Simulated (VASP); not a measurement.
A run of VASP 6.6.1 is set up as follows.

Contents of INCAR:

```
SYSTEM = Al3Ru2
PREC = Accurate
ENCUT = 520
EDIFF = 1E-6
ISMEAR = 0
SIGMA = 0.1
LREAL = .FALSE.
LASPH = .TRUE.
NELM = 100
ALGO = Fast
ISIF = 2
LWAVE = .FALSE.
LCHARG = .FALSE.
GGA = PE
NBANDS = 26
```

The input KPOINTS:

```
regular mesh
0
G
  4 4 4
  0 0 0
```

POSCAR

```
Al3Ru2
1.0
    4.3356768800      0.0000000000      0.0000000000
    0.0000000000      4.3356768800      0.0000000000
    0.0000000000      0.0000000000      4.3356768800
Al Ru
3 2
Direct
    0.0000000000      0.5000000000      0.5000000000
    0.5000000000      0.0000000000      0.5000000000
    0.5000000000      0.5000000000      0.0000000000
    0.0000000000      0.0000000000      0.0000000000
    0.5000000000      0.5000000000      0.5000000000
```

Potentials or basis: VASP PAW PBE potentials, release 64 (Al, Ru_pv).

Command:

```sh
$ cat potpaw_PBE.64/Al/POTCAR potpaw_PBE.64/Ru_pv/POTCAR > POTCAR
$ mpirun -np 1 vasp_std > vasp.out
```

Estimate the pressure.

16.3 GPa.

Caveat: the k points lie up to 0.36 Å⁻¹ apart.
